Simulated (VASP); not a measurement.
**Si: single point with HSE06**

The system is Si.

```
Si
1.0
     3.83132    0.00000    0.00000
    -1.91566    3.31802    0.00000
     0.00000    0.00000    6.33262
Si
4
Direct
  0.66667 0.33333 0.93699
  0.33333 0.66667 0.43699
  0.66667 0.33333 0.56301
  0.33333 0.66667 0.06301
```

This isn't the form of Si at room conditions, which is diamond.

| Item | Value |
| --- | --- |
| Program | VASP 6.6.1 |
| Task | single point |
| Functional | HSE06 |
| Potentials or basis | VASP PAW PBE potentials, release 64 (Si) |
| Cutoff | 520 eV |
| k mesh | 4 × 4 × 2 |
| Occupations | fermi-dirac, width 0.05 eV |
| Spin | no spin polarisation |

```
Pressure               : 0.0 GPa
Largest force          : 0.085 eV/Å
Band gap on the k mesh : 1.01 eV (least direct gap 1.74 eV)
```

Forces in eV/Å, atoms in the order of the input:
```
Si   0.000  0.000  0.085
Si   0.000  0.000  0.085
Si   0.000  0.000 -0.085
Si   0.000  0.000 -0.085
```

Stress tensor (GPa, compression positive):
```
 0.36  0.00  0.00
 0.00  0.36  0.00
 0.00  0.00 -0.81
```

Levels at points of the mesh, in eV from the valence-band top:
| k point | band 5 | band 6 | band 7 | band 8 | band 9 | band 10 | band 11 | band 12 |
| --- | --- | --- | --- | --- | --- | --- | --- | --- |
| (0.00, 0.00, 0.00) | -1.67 | -0.34 | 0.00 | 0.00 | 1.74 | 2.73 | 2.73 | 3.13 |
| (0.50, 0.00, 0.00) | -5.09 | -3.35 | -3.17 | -1.58 | 1.01 | 3.11 | 3.67 | 3.90 |
| (0.00, 0.00, 0.50) | -1.01 | -1.01 | -1.01 | -1.01 | 2.56 | 2.56 | 3.78 | 3.78 |
| (0.50, 0.00, 0.50) | -2.64 | -2.64 | -2.64 | -2.64 | 1.55 | 1.55 | 2.33 | 2.33 |

It took 6.9 min on 1 thread of AMD EPYC 7R43 64-Core Processor (Zen 3), on a shared host, peak memory 0.25 GiB.

Caveat: the k points lie up to 0.50 Å⁻¹ apart; the PAW data sets were made with another functional, which shifts forces and pressure a little. A k mesh can miss the band edges.
